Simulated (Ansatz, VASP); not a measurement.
Sc4SiN: VASP beside Ansatz

```
Sc Si N
1.0
     3.54933   -4.05057    0.00000
     3.54933    4.05057    0.00000
     0.00000    0.00000    4.79232
Sc Si N
4 1 1
Direct
  0.72818 0.72818 0.00000
  0.27182 0.27182 0.00000
  0.00000 0.50000 0.50000
  0.50000 0.00000 0.50000
  0.50000 0.50000 0.50000
  0.00000 0.00000 0.00000
```

Change from the starting cell: species swapped into the CeAlCo4 type (Cmmm, No. 65).

Alike in both runs: functional PBE; k mesh 8 × 8 × 8; occupations gaussian, width 0.1 eV; no spin polarisation.

Ansatz relaxed the structure, and its values are those at the end. VASP's run is a single point on that final structure, the one shown.

|  | VASP | Ansatz |
| --- | --- | --- |
| version | VASP 6.6.1 | Ansatz 0.2.0 |
| potentials or method | VASP PAW PBE potentials, release 64 (Sc_sv, Si, N), cutoff 600 eV | scalar-relativistic, plane waves, PAW |
| valence electrons in the cell | 53 | 53 |

Ansatz gave:

| Property | Result |
| --- | --- |
| gap on the k mesh at the Fermi level (eV) | none |
| pressure (GPa) | 0.0 |
| rms of the force components (eV/Å) | 0.002 |

Question: What did VASP give for the same quantities?

Answer: gap on the k mesh at the Fermi level (eV): none; pressure (GPa): 0.2; rms of the force components (eV/Å): 0.031.

A gap of «none» marks a metal or a gap that the smearing closes. The functional is the same, so the differences come from potentials, cutoffs and numerics.
